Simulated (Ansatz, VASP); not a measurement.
**One calculation of CoBr, two programs**

The input INCAR:

```
  ALGO = Normal
  EDIFF = 1E-6
  EDIFFG = -0.05
  ENCUT = 600
  GGA = RP
  IBRION = 2
  ISIF = 3
  ISMEAR = -1
  ISPIN = 2
  LASPH = T
  LCHARG = F
  LMAXMIX = 4
  LORBIT = 11
  LREAL = F
  LWAVE = F
  MAGMOM = 2.5 0
  NELM = 150
  NSW = 80
  PREC = Accurate
  SIGMA = 0.1
```

File KPOINTS:

```
k-points
0
Gamma
  9 9 6
```

File POSCAR:

```
CoBr
1.0
    3.4979561100      0.0000000000      0.0000000000
   -1.7489780500      3.0293188500      0.0000000000
    0.0000000000      0.0000000000      4.5020260000
Co Br
1 1
Direct
    0.0000000000      0.0000000000      0.0000000000
    0.0000000000      0.0000000000      0.5000000000
```

Input for Ansatz:

```yaml
crystal:
  lattice:
    - [3.49795611, 0.0, 0.0]
    - [-1.74897805, 3.02931885, 0.0]
    - [0.0, 0.0, 4.502026]
  atoms:
    - { symbol: Co, position: [0.0, 0.0, 0.0], spin: 2.5 }
    - { symbol: Br, position: [0.0, 0.0, 0.5], spin: 0.0 }
kpoints:
  mp_grid:
    grid: [9, 9, 6]
hamiltonian:
  xc: rpbe
  dispersion: none
magnetization:
  spin_polarized: true
scf:
  occupations:
    method: fermi_dirac
relax:
  f_tol: 0.05
  cell: {}
```

Alike in both runs: task relaxation of cell and atoms; functional RPBE; k mesh 9 × 9 × 6; collinear spin.

|  | VASP | Ansatz |
| --- | --- | --- |
| version | VASP 6.6.1 | Ansatz 0.2.0 |
| potentials or method | VASP PAW PBE potentials, release 64 (Co, Br) | plane waves, PAW |
| plane-wave cutoff (eV) | 600 | 420 |
| occupations | fermi-dirac, width 0.1 eV | fermi-dirac |
| valence electrons in the cell | 16 | 24 |

```tsv
	VASP	Ansatz	Ansatz less VASP
net moment per atom (μB)	1.02	1.02	0.000
size of the moment on the site where the two differ most (μB)	1.96	1.91	-0.047
relaxed volume (Å³/atom)	28.67	28.94	+0.270
relaxed length of the cell vector where the two differ most in proportion (Å)	3.816	3.835	+0.0196
```

VASP's potentials were made for PBE, not for RPBE. Site moments also hang on the region over which each program counts them. VASP's potentials hold 16 valence electrons a cell and Ansatz's 24, so a difference there can come from the potentials and not from the codes.

Noted on VASP's run: the volume moved by over 15 % at a fixed basis, so the end points are rough.
